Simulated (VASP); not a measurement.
# GaAs (F-43m) in VASP: a series of runs

The runs below take GaAs through single point, with PBE.

Everything below comes from runs of VASP 6.6.1. Logs are shortened: lines on timing, memory, paths and dates and some standing lists are left out, and cuts for length are marked.

### Step 1. The cell of the first run

Symmetry: F-43m, No. 216, cubic system. Conventional cell: a = 5.371 Å, b = 5.371 Å, c = 5.371 Å, α = 90.00°, β = 90.00°, γ = 90.00°. Within 3.1 Å of Ga (site symmetry -43m) lie 4 As at 2.33 Å. Within 3.1 Å of As (site symmetry -43m) lie 4 Ga at 2.33 Å.

### Step 2. Single point, PBE (strain -0.050 along x and y, -0.050 along z)

INCAR

```
SYSTEM = GaAs
PREC     = Accurate       ! precision mode
ENCUT    = 520            ! plane-wave cutoff, eV
EDIFF    = 1E-6           ! SCF threshold, eV
ISMEAR   = 0              ! smearing method
SIGMA    = 0.05           ! smearing width, eV
LREAL    = .FALSE.        ! projectors in reciprocal space
LASPH    = .TRUE.         ! aspherical terms in the spheres
NELM     = 60             ! most SCF steps
ALGO     = Normal         ! electronic algorithm
ISIF     = 2              ! what is computed and relaxed
LWAVE    = .FALSE.        ! write WAVECAR
LCHARG   = .FALSE.        ! write CHGCAR
GGA      = PE             ! functional
NBANDS   = 16             ! bands
```

KPOINTS

```
Automatic mesh
0
G
  10 10 10
  0 0 0
```

POSCAR

```
GaAs
1.0
    0.0000000000      2.6855075000      2.6855075000
    2.6855075000      0.0000000000      2.6855075000
    2.6855075000      2.6855075000      0.0000000000
Ga As
1 1
Direct
    0.0000000000      0.0000000000      0.0000000000
    0.7500000000      0.7500000000      0.7500000000
```

Potentials or basis: VASP PAW PBE potentials, release 64 (Ga_d, As).

Started as:

```bash
$ cat potpaw_PBE.64/Ga_d/POTCAR potpaw_PBE.64/As/POTCAR > POTCAR
$ mpirun -np 1 vasp_std > vasp.out
```

OUTCAR:

```text
SYSTEM = GaAs
   PREC = Accurate
   ENCUT = 520
   EDIFF = 1E-6
   ISMEAR = 0
   LREAL = .FALSE.
   LASPH = .TRUE.
   NELM = 60
   ISIF = 2
   GGA = PE

 ion  position               nearest neighbor table
   1  0.000  0.000  0.000-   2 2.33   2 2.33   2 2.33   2 2.33
   2  0.750  0.750  0.750-   1 2.33   1 2.33   1 2.33   1 2.33

  LATTYP: Found a face centered cubic cell.
 ALAT       =     5.3710150000

  Lattice vectors:

 A1 = (   0.0000000000,   2.6855075000,   2.6855075000)
 A2 = (   2.6855075000,   0.0000000000,   2.6855075000)
 A3 = (   2.6855075000,   2.6855075000,   0.0000000000)

Analysis of symmetry for initial positions (statically):
=====================================================================
 Subroutine PRICEL returns:
 Original cell was already a primitive cell.

 Routine SETGRP: Setting up the symmetry group for a
 face centered cubic supercell.

 Subroutine GETGRP returns: Found 24 space group operations
 (whereof 24 operations were pure point group operations)
 out of a pool of 48 trial point group operations.

The static configuration has the point symmetry T_d .

Analysis of symmetry for dynamics (positions and initial velocities):
=====================================================================
 Subroutine PRICEL returns:
 Original cell was already a primitive cell.

 Routine SETGRP: Setting up the symmetry group for a
 face centered cubic supercell.

 Subroutine GETGRP returns: Found 24 space group operations
 (whereof 24 operations were pure point group operations)
 out of a pool of 48 trial point group operations.

The dynamic configuration has the point symmetry T_d .

 Subroutine INISYM returns: Found 24 space group operations
 (whereof 24 operations are pure point group operations),
 and found     1 'primitive' translations

----------------------------------------------------------------------------------------

                                     Primitive cell

  volume of cell :      38.7355

  direct lattice vectors                    reciprocal lattice vectors
     0.000000000  2.685507500  2.685507500    -0.186184548  0.186184548  0.186184548
     2.685507500  0.000000000  2.685507500     0.186184548 -0.186184548  0.186184548
     2.685507500  2.685507500  0.000000000     0.186184548  0.186184548 -0.186184548

  length of vectors
     3.797881128  3.797881128  3.797881128     0.322481097  0.322481097  0.322481097

  position of ions in fractional coordinates (direct lattice)
     0.000000000  0.000000000  0.000000000
     0.750000000  0.750000000  0.750000000

  ion indices of the primitive-cell ions
   primitive index   ion index
                 1           1
                 2           2

----------------------------------------------------------------------------------------

 KPOINTS: Automatic mesh

Automatic generation of k-mesh.
 Grid dimensions read from file:
 generate k-points for:   10   10   10

 Generating k-lattice:

  Cartesian coordinates                     Fractional coordinates (reciprocal lattice)
    -0.018618455  0.018618455  0.018618455     0.100000000  0.000000000  0.000000000
     0.018618455 -0.018618455  0.018618455     0.000000000  0.100000000  0.000000000
     0.018618455  0.018618455 -0.018618455     0.000000000  0.000000000  0.100000000

  Length of vectors
     0.032248110  0.032248110  0.032248110

  Shift w.r.t. Gamma in fractional coordinates (k-lattice)
     0.000000000  0.000000000  0.000000000

 Subroutine IBZKPT returns following result:
 ===========================================

 Found     47 irreducible k-points:

 Following reciprocal coordinates:
            Coordinates               Weight
  0.000000  0.000000  0.000000      1.000000
  0.100000  0.000000  0.000000      8.000000
  0.200000  0.000000  0.000000      8.000000
  0.300000  0.000000  0.000000      8.000000
  0.400000  0.000000  0.000000      8.000000
  0.500000  0.000000  0.000000      4.000000
[... 16 lines left out ...]
  0.300000  0.300000  0.000000      6.000000
  0.400000  0.300000  0.000000     24.000000
 [... further k-points ...]
   k-points           NKPTS =     47   k-points in BZ     NKDIM =     47   number of bands    NBANDS=     16
   number of dos      NEDOS =    301   number of ions     NIONS =      2
   total plane-waves  NPLWV =  21952
   dimension x,y,z NGX =    28 NGY =   28 NGZ =   28
   dimension x,y,z NGXF=    56 NGYF=   56 NGZF=   56
   ions per type =               1   1
   NGX,Y,Z   is equivalent  to a cutoff of  12.26, 12.26, 12.26 a.u.
   NGXF,Y,Z  is equivalent  to a cutoff of  24.51, 24.51, 24.51 a.u.
 SYSTEM =  GaAs
   PREC   = accura    normal or accurate (medium, high low for compatibility)
   ISTART =      0    job   : 0-new  1-cont  2-samecut
   ICHARG =      2    charge: 1-file 2-atom 10-const
   ISPIN  =      1    spin polarized calculation?
   LNONCOLLINEAR =      F non collinear calculations
   LSORBIT =      F    spin-orbit coupling
   LASPH  =      T    aspherical Exc in radial PAW
   ENCUT  =  520.0 eV  38.22 Ry    6.18 a.u.   7.06  7.06  7.06*2*pi/ulx,y,z
   NELM   =     60;   NELMIN=  2; NELMDL= -5     # of ELM steps
   EDIFF  = 0.1E-05   stopping-criterion for ELM
   LREAL  =      F    real-space projection
   EDIFFG = 0.1E-04   stopping-criterion for IOM
   NSW    =      0    number of steps for IOM
   IBRION =     -1    ionic relax: 0-MD 1-quasi-New 2-CG
   NFREE  =      0    steps in history (QN), initial steepest desc. (CG)
   ISIF   =      2    stress and relaxation
   ISYM   =      2    0-nonsym 1-usesym 2-fastsym
   POTIM  = 0.5000    time-step for ionic-motion
   TEBEG  =    0.0;   TEEND  =   0.0 temperature during run
   PSTRESS=    0.0 pullay stress
   NELECT =      18.0000    total number of electrons
   NUPDOWN=      -1.0000    fix difference up-down
   EMIN   =  10.00;   EMAX   =-10.00  energy-range for DOS
   EFERMI =   0.00;   METHOD = LEGACY
   ISMEAR =     0;   SIGMA  =   0.05  broadening in eV -4-tet -1-fermi 0-gaus
   EFERMI_NEDOS =   21; number of points for ismear=-14 and -15
   IALGO  =     38    algorithm
   IMIX   =      4    mixing-type and parameters
     AMIX     =   0.40;   BMIX     =  1.00
     AMIX_MAG =   1.60;   BMIX_MAG =  1.00
  volume/ion in A,a.u.               =      19.37       130.70
  Fermi-wavevector in a.u.,A,eV,Ry     =   1.268029  2.396228 21.876785  1.607898
  Thomas-Fermi vector in A             =   2.401146
   LORBIT       =      0    0 simple, 1 ext, 2 COOP (PROOUT), +10 PAW based schemes
   GGA     = PE    functional components
   LHFCALC =     F    Hartree Fock is set to
   AEXX    =    0.0000 exact exchange contribution
   IVDW    =     0    specifies the selected vdW correction
   LEPSILON=     F    determine dielectric tensor
   LRPA    =     F    only Hartree local field effects (RPA)
 non-spin polarized calculation
 Gauss-broadening in eV      SIGMA  =   0.05
  energy-cutoff  :      520.00
  volume of cell :       38.74
 maximum number of plane-waves:      1056
   NGX = 15   NGY = 15   NGZ = 15

 number of electron      17.9999990 magnetization

 Free energy of the ion-electron system (eV)
  ---------------------------------------------------
  ext. energy  EPLUGINS =         0.00000000
  ---------------------------------------------------
  free energy    TOTEN  =        -7.82170432 eV

  energy without entropy =       -7.82170432  energy(sigma->0) =       -7.82170432

 E-fermi :   5.8120     XC(G=0): -10.2993

 val. band max:        5.5113254541   @ k =   0.0000   0.0000   0.0000
 cond. band min:       6.6365213413   @ k =   0.5000   0.5000   0.0000
 fundamental gap:      1.1251958873
 Fermi energy:         5.8120128215

 k-point     1 :       0.0000    0.0000    0.0000
  band No.  band energies     occupation
      1      -9.6645      2.00000
      2      -9.6645      2.00000
      3      -9.6645      2.00000
      4      -9.5390      2.00000
      5      -9.5390      2.00000
      6      -8.4422      2.00000
[... 8 lines left out ...]
     15      16.0154      0.00000
     16      16.0154      0.00000

 k-point     2 :       0.1000    0.0000    0.0000
  band No.  band energies     occupation
      1      -9.6854      2.00000
      2      -9.6606      2.00000
      3      -9.6606      2.00000
      4      -9.5393      2.00000
      5      -9.5393      2.00000
      6      -8.2916      2.00000
[... 8 lines left out ...]
     15      15.1993      0.00000
     16      15.1993      0.00000

 k-point     3 :       0.2000    0.0000    0.0000
  band No.  band energies     occupation
      1      -9.7299      2.00000
      2      -9.6511      2.00000
      3      -9.6511      2.00000
      4      -9.5394      2.00000
      5      -9.5394      2.00000
      6      -7.8661      2.00000
[... 8 lines left out ...]
     15      14.6466      0.00000
     16      14.9587      0.00000

 k-point     4 :       0.3000    0.0000    0.0000
  band No.  band energies     occupation
      1      -9.7730      2.00000
      2      -9.6412      2.00000
      3      -9.6412      2.00000
      4      -9.5376      2.00000
      5      -9.5376      2.00000
      6      -7.2275      2.00000
[... 8 lines left out ...]
     15      15.1408      0.00000
     16      15.1408      0.00000
[... 324 lines left out ...]
 k-point    22 :      -0.2000    0.2000    0.0000
  band No.  band energies     occupation
      1      -9.7816      2.00000
      2      -9.6350      2.00000
      3      -9.6329      2.00000
      4      -9.5448      2.00000
      5      -9.5368      2.00000
      6      -7.0137      2.00000
[... 8 lines left out ...]
     15      16.9091      0.00000
     16      17.8556      0.00000

 k-point    23 :       0.3000    0.3000    0.0000
  band No.  band energies     occupation
      1      -9.8053      2.00000
      2      -9.6116      2.00000
      3      -9.6116      2.00000
      4      -9.5695      2.00000
      5      -9.5256      2.00000
      6      -6.8260      2.00000
[... 8 lines left out ...]
     15      17.5585      0.00000
     16      19.0989      0.00000

 k-point    24 :       0.4000    0.3000    0.0000
  band No.  band energies     occupation
      1      -9.8232      2.00000
      2      -9.6047      2.00000
      3      -9.6016      2.00000
      4      -9.5727      2.00000
      5      -9.5236      2.00000
      6      -6.2604      2.00000
[... 8 lines left out ...]
     15      18.4159      0.00000
     16      19.4937      0.00000

 [... further k-points ...]
[... 5 lines left out ...]
  --------------------------------------------------------------------------------------
  -------------------------------------------------------------------------------------
  Total        4.8324419      4.8324419      4.8324419      0.0000000      0.0000000     -0.0000000
  in kB      199.8794383    199.8794383    199.8794383      0.0000000      0.0000000     -0.0000000
  external PRESSURE =     199.8794383 kB  Pullay stress =       0.0000000 kB

 VOLUME and BASIS-vectors are now :
 -----------------------------------------------------------------------------
  energy-cutoff  :      520.00
  volume of cell :       38.74
      direct lattice vectors                 reciprocal lattice vectors
     0.000000000  2.685507500  2.685507500    -0.186184548  0.186184548  0.186184548
     2.685507500  0.000000000  2.685507500     0.186184548 -0.186184548  0.186184548
     2.685507500  2.685507500  0.000000000     0.186184548  0.186184548 -0.186184548

 POSITION                                       TOTAL-FORCE (eV/Angst)
 -----------------------------------------------------------------------------------
      0.00000      0.00000      0.00000         0.000000      0.000000      0.000000
      4.02826      4.02826      4.02826        -0.000000     -0.000000     -0.000000
 -----------------------------------------------------------------------------------
    total drift:                               -0.000002     -0.000002     -0.000002

  FREE ENERGIE OF THE ION-ELECTRON SYSTEM (eV)
  ---------------------------------------------------
  free  energy   TOTEN  =        -7.8217043167 eV

  energy  without entropy=       -7.8217043167  energy(sigma->0) =       -7.82170432
```

Wall time 34 s (1 thread of AMD EPYC 7R43 (Zen 3), shared host); peak memory 0.14 GiB.

What came out:

- Free energy: -7.8217 eV
- Pressure: 20.0 GPa
- Band gap on the k mesh: 1.13 eV, indirect (least direct gap 1.74 eV)

Caveat: the cell differs from its parent crystal (strain -0.050 along x and y, -0.050 along z). A k mesh can miss the band edges.

### Step 3. Single point, PBE (strain -0.025 along x and y, -0.025 along z)

INCAR

```
SYSTEM = GaAs
  PREC = Accurate
  ENCUT = 520
  EDIFF = 1E-6
  ISMEAR = 0
  SIGMA = 0.05
  LREAL = .False.
  LASPH = .True.
  NELM = 100
  ALGO = Normal
  ISIF = 2
  LWAVE = .False.
  LCHARG = .True.
  GGA = PE
  LELF = .True.
  LVHAR = .True.
  NBANDS = 16
```

KPOINTS

```
regular mesh
0
Gamma
  10 10 10
  0 0 0
```

POSCAR

```
GaAs
1.0
    0.0000000000      2.7561787500      2.7561787500
    2.7561787500      0.0000000000      2.7561787500
    2.7561787500      2.7561787500      0.0000000000
Ga As
1 1
Direct
    0.0000000000      0.0000000000      0.0000000000
    0.7500000000      0.7500000000      0.7500000000
```

Potentials or basis: VASP PAW PBE potentials, release 64 (Ga_d, As).

Started as:

```bash
$ cat potpaw_PBE.64/Ga_d/POTCAR potpaw_PBE.64/As/POTCAR > POTCAR
$ mpirun -np 1 vasp_std > vasp.out
```

OUTCAR:

```text
SYSTEM = GaAs
   PREC = Accurate
   ENCUT = 520
   EDIFF = 1E-6
   ISMEAR = 0
   LREAL = .False.
   LASPH = .True.
   NELM = 100
   ISIF = 2
   GGA = PE

 ion  position               nearest neighbor table
   1  0.000  0.000  0.000-   2 2.39   2 2.39   2 2.39   2 2.39
   2  0.750  0.750  0.750-   1 2.39   1 2.39   1 2.39   1 2.39

  LATTYP: Found a face centered cubic cell.
 ALAT       =     5.5123575000

  Lattice vectors:

 A1 = (   0.0000000000,   2.7561787500,   2.7561787500)
 A2 = (   2.7561787500,   0.0000000000,   2.7561787500)
 A3 = (   2.7561787500,   2.7561787500,   0.0000000000)

Analysis of symmetry for initial positions (statically):
=====================================================================
 Subroutine PRICEL returns:
 Original cell was already a primitive cell.

 Routine SETGRP: Setting up the symmetry group for a
 face centered cubic supercell.

 Subroutine GETGRP returns: Found 24 space group operations
 (whereof 24 operations were pure point group operations)
 out of a pool of 48 trial point group operations.

[... 157 lines left out ...]
  ext. energy  EPLUGINS =         0.00000000
  ---------------------------------------------------
  free energy    TOTEN  =        -8.11286310 eV

  energy without entropy =       -8.11286310  energy(sigma->0) =       -8.11286310

 E-fermi :   4.9744     XC(G=0):  -9.9347

 val. band max:        4.6766775782   @ k =   0.0000   0.0000   0.0000
 cond. band min:       5.7854271409   @ k =   0.0000   0.0000   0.0000
 fundamental gap:      1.1087495628
 Fermi energy:         4.9743685569

 k-point     1 :       0.0000    0.0000    0.0000
  band No.  band energies     occupation
      1     -10.2879      2.00000
      2     -10.2879      2.00000
      3     -10.2879      2.00000
      4     -10.1880      2.00000
      5     -10.1880      2.00000
      6      -8.6241      2.00000
[... 433 lines left out ...]
      3     -10.2393      2.00000
      4     -10.2125      2.00000
      5     -10.1759      2.00000
      6      -6.6755      2.00000
[... 8 lines left out ...]
     15      17.2530      0.00000
     16      18.0835      0.00000

 [... further k-points ...]
[... 5 lines left out ...]
  --------------------------------------------------------------------------------------
  -------------------------------------------------------------------------------------
  Total        2.7054909      2.7054909      2.7054909      0.0000000      0.0000000      0.0000000
  in kB      103.5152955    103.5152955    103.5152955      0.0000000      0.0000000      0.0000000
  external PRESSURE =     103.5152955 kB  Pullay stress =       0.0000000 kB

 VOLUME and BASIS-vectors are now :
 -----------------------------------------------------------------------------
  energy-cutoff  :      520.00
  volume of cell :       41.87
      direct lattice vectors                 reciprocal lattice vectors
     0.000000000  2.756178750  2.756178750    -0.181410585  0.181410585  0.181410585
     2.756178750  0.000000000  2.756178750     0.181410585 -0.181410585  0.181410585
     2.756178750  2.756178750  0.000000000     0.181410585  0.181410585 -0.181410585

 POSITION                                       TOTAL-FORCE (eV/Angst)
 -----------------------------------------------------------------------------------
      0.00000      0.00000      0.00000         0.000000      0.000000      0.000000
      4.13427      4.13427      4.13427        -0.000000     -0.000000     -0.000000
 -----------------------------------------------------------------------------------
    total drift:                               -0.000001     -0.000001     -0.000001

  FREE ENERGIE OF THE ION-ELECTRON SYSTEM (eV)
  ---------------------------------------------------
  free  energy   TOTEN  =        -8.1128630977 eV

  energy  without entropy=       -8.1128630977  energy(sigma->0) =       -8.11286310
```

OSZICAR:

```text
N       E                     dE             d eps       ncg     rms          rms(c)
DAV:   1     0.850447937842E+02    0.85045E+02   -0.89989E+03  1520   0.161E+03
DAV:   2    -0.181550489433E+01   -0.86860E+02   -0.82502E+02  1704   0.317E+02
DAV:   3    -0.819383862744E+01   -0.63783E+01   -0.63604E+01  1824   0.664E+01
DAV:   4    -0.828794719058E+01   -0.94109E-01   -0.94099E-01  1896   0.894E+00
DAV:   5    -0.828927065386E+01   -0.13235E-02   -0.13234E-02  1864   0.968E-01    0.315E+00
DAV:   6    -0.813648261552E+01    0.15279E+00   -0.21228E-01  2304   0.859E+00    0.193E+00
DAV:   7    -0.811162405557E+01    0.24859E-01   -0.74158E-02  1904   0.208E+00    0.571E-01
DAV:   8    -0.811237303043E+01   -0.74897E-03   -0.10977E-02  1816   0.120E+00    0.142E-01
DAV:   9    -0.811275773818E+01   -0.38471E-03   -0.95936E-04  1800   0.330E-01    0.462E-02
DAV:  10    -0.811281837082E+01   -0.60633E-04   -0.77696E-05  2024   0.111E-01    0.252E-02
DAV:  11    -0.811286284667E+01   -0.44476E-04   -0.61132E-05  1696   0.620E-02    0.254E-03
DAV:  12    -0.811286309774E+01   -0.25107E-06   -0.12183E-06  1584   0.183E-02
   1 F= -.81128631E+01 E0= -.81128631E+01  d E =-.340879E-19
```

Wall time 41 s (1 thread of AMD EPYC 7R43 (Zen 3), shared host); peak memory 0.15 GiB.

What came out:

```yaml
Free_energy: -8.1129 eV
Pressure: 10.4 GPa
Band_gap_on_the_k_mesh: 1.11 eV, direct
```

Levels at points of the mesh, in eV from the valence-band top:
```tsv
k point	band 5	band 6	band 7	band 8	band 9	band 10	band 11	band 12	band 13	band 14
(0.00, 0.00, 0.00)	-14.86	-13.30	0.00	0.00	0.00	1.11	3.74	3.74	3.74	7.82
(0.50, 0.00, 0.00)	-14.86	-11.29	-7.08	-1.26	-1.26	1.22	4.65	4.65	7.81	10.99
(0.50, 0.50, 0.00)	-14.85	-10.45	-7.19	-2.96	-2.96	1.31	1.60	10.78	10.78	11.70
```

Caveat: the cell differs from its parent crystal (strain -0.025 along x and y, -0.025 along z). A k mesh can miss the band edges.
